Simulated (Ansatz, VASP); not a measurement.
Two plane-wave programs on NaCl

File INCAR:

```
SYSTEM = NaCl
PREC     = Accurate       ! precision mode
ENCUT    = 500            ! plane-wave cutoff, eV
EDIFF    = 1E-6           ! SCF threshold, eV
ISMEAR   = 0              ! smearing method
SIGMA    = 0.01           ! smearing width, eV
LREAL    = .FALSE.        ! projectors in reciprocal space
LASPH    = .TRUE.         ! aspherical terms in the spheres
NELM     = 120            ! most SCF steps
ALGO     = Normal         ! electronic algorithm
ISIF     = 2              ! what is computed and relaxed
LWAVE    = .FALSE.        ! write WAVECAR
LCHARG   = .FALSE.        ! write CHGCAR
GGA      = RP             ! functional
NBANDS   = 14             ! bands
GGA_COMPAT= .FALSE.
```

File KPOINTS:

```
regular mesh
0
G
  4 4 4
  0 0 0
```

Contents of POSCAR:

```
NaCl
1.0
    0.0000000000      2.8100000000      2.8100000000
    2.8100000000      0.0000000000      2.8100000000
    2.8100000000      2.8100000000      0.0000000000
Na Cl
1 1
Direct
    0.0000000000      0.0000000000      0.0000000000
    0.5000000000      0.5000000000      0.5000000000
```

Input for Ansatz:

```yaml
crystal:
  lattice:
    - [0.0, 2.81, 2.81]
    - [2.81, 0.0, 2.81]
    - [2.81, 2.81, 0.0]
  atoms:
    - { symbol: Na, position: [0.0, 0.0, 0.0] }
    - { symbol: Cl, position: [0.5, 0.5, 0.5] }
kpoints:
  mp_grid:
    grid: [4, 4, 4]
hamiltonian:
  xc: rpbe
  pseudopotentials:
    kind: paw
scf:
  occupations:
    method: fixed
output:
  eigenvalues: true
```

Alike in both runs: task single point; functional RPBE; k mesh 4 × 4 × 4; no spin polarisation.

```csv
,VASP,Ansatz
version,VASP 6.6.1,Ansatz 0.2.0
potentials or method,"VASP PAW PBE potentials, release 64 (Na_pv, Cl)","plane waves, PAW"
plane-wave cutoff (eV),500,420
occupations,"gaussian, width 0.01 eV",fixed
valence electrons in the cell,14,16
```

Ansatz gave:

```
gap on the k mesh at the Fermi level (eV) : 5.47
```

Question: Estimate VASP's values.

Answer: gap on the k mesh at the Fermi level (eV): 5.48.

VASP's potentials were made for PBE, not for RPBE. VASP's potentials hold 14 valence electrons a cell and Ansatz's 16, so a difference there can come from the potentials and not from the codes.

The k mesh is coarse, so the values compare programs but aren't converged.
